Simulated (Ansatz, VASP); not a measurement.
## One calculation of GaN, two programs

```
Ga N
1.0
     3.08460    0.00000    0.00000
    -1.54230    2.67134    0.00000
     0.00000    0.00000    5.08851
Ga N
2 2
Direct
  0.33333 0.66667 0.00000
  0.66667 0.33333 0.50000
  0.33333 0.66667 0.37500
  0.66667 0.33333 0.87500
```

Change from the starting cell: strain -0.030 along x and y, -0.015 along z, atoms carried along.

Alike in both runs: task single point; functional r2SCAN; k mesh 12 × 12 × 6; occupations gaussian, width 0.05 eV; no spin polarisation.

|  | VASP | Ansatz |
| --- | --- | --- |
| version | VASP 6.6.1 | Ansatz 0.2.0 |
| potentials or method | VASP PAW PBE potentials, release 64 (Ga_d, N), cutoff 520 eV | scalar-relativistic, plane waves, PAW |
| valence electrons in the cell | 36 | 36 |

|  | VASP | Ansatz | Ansatz less VASP |
| --- | --- | --- | --- |
| gap on the k mesh at the Fermi level (eV) | 2.85 | 2.86 | +0.012 |
| least direct gap on the mesh (eV) | 2.85 | 2.86 | +0.012 |
| pressure (GPa) | 20.5 | 19.1 | -1.38 |
| traceless stress, the component that is largest in VASP (GPa) | -3.45 | -3.40 | +0.046 |
| rms of the force components (eV/Å) | 0.051 | 0.047 | -0.0042 |

VASP's potentials were made for PBE, not for r2SCAN. Atom by atom the forces differ by 0.004 eV/Å (rms over components).
